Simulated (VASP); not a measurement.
A run of VASP 6.6.1:

The input INCAR:

```
SYSTEM = Ni
ALGO = Normal ; EDIFF = 1E-6
ENCUT = 520 ; GGA = PE
ISIF = 2 ; ISMEAR = 0
ISPIN = 2 ; LASPH = .TRUE.
LCHARG = .TRUE. ; LELF = .TRUE.
LMAXMIX = 4 ; LORBIT = 11
LREAL = .FALSE. ; LVHAR = .TRUE.
LWAVE = .FALSE. ; MAGMOM = 0.8 -0.8
NBANDS = 21 ; NELM = 150
PREC = Accurate ; SIGMA = 0.05
```

The input KPOINTS:

```
k-points
0
G
  20 20 10
  0 0 0
```

File POSCAR:

```
Ni
1.0
    0.0000000000      2.8010768270      0.0000000000
    2.8010768270      0.0000000000      0.0000000000
    2.8010768270      2.8010768270     -2.8010768270
Ni
2
Direct
    0.0000000000      0.0000000000      0.0000000000
    0.0000000000      0.0000000000      0.5000000000
```

Potentials or basis: VASP PAW PBE potentials, release 64 (Ni).

The run is started by

```sh
$ cat potpaw_PBE.64/Ni/POTCAR > POTCAR
$ mpirun -np 1 vasp_std > vasp.out
```

Hardware: 1 thread of Intel(R) Xeon(R) 6975P-C (Granite Rapids), with other jobs on the host.

Problem. Estimate the wall time of this run.

Solution. Wall time 54 s on 1 thread of Intel(R) Xeon(R) 6975P-C (Granite Rapids), with other jobs on the host, peak memory 0.23 GiB. Counts: scf iterations 13, k points 146.
